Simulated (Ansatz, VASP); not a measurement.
# One calculation of WC, two programs

```
W C
1.0
     2.94475    0.00000    0.00000
    -1.47237    2.55023    0.00000
     0.00000    0.00000    2.87393
W C
1 1
Direct
  0.00000 0.00000 0.00000
  0.66667 0.33333 0.50000
```

Change from the starting cell: volume scaled by 1.04.

Alike in both runs: task single point; functional LDA; k mesh 10 × 10 × 9; occupations fermi-dirac, width 0.05 eV; no spin polarisation.

|  | VASP | Ansatz |
| --- | --- | --- |
| version | VASP 6.6.1 | Ansatz 0.2.0 |
| potentials or method | VASP PAW LDA potentials, release 64 (W_sv, C), cutoff 520 eV | all-electron LAPW, scalar-relativistic |

```csv
,VASP,Ansatz,Ansatz less VASP
gap on the k mesh at the Fermi level (eV),none,none,-
pressure (GPa),-21.5,-23.5,-2.07
"traceless stress, the component that is largest in VASP (GPa)",-2.93,-3.22,-0.290
```

LDA's correlation is that of Perdew and Zunger in VASP and of Perdew and Wang (1992) in Ansatz. A gap of «none» marks a metal or a gap that the smearing closes. Ansatz ran all-electron here, and VASP with PAW potentials.

Spin-orbit coupling is off throughout.
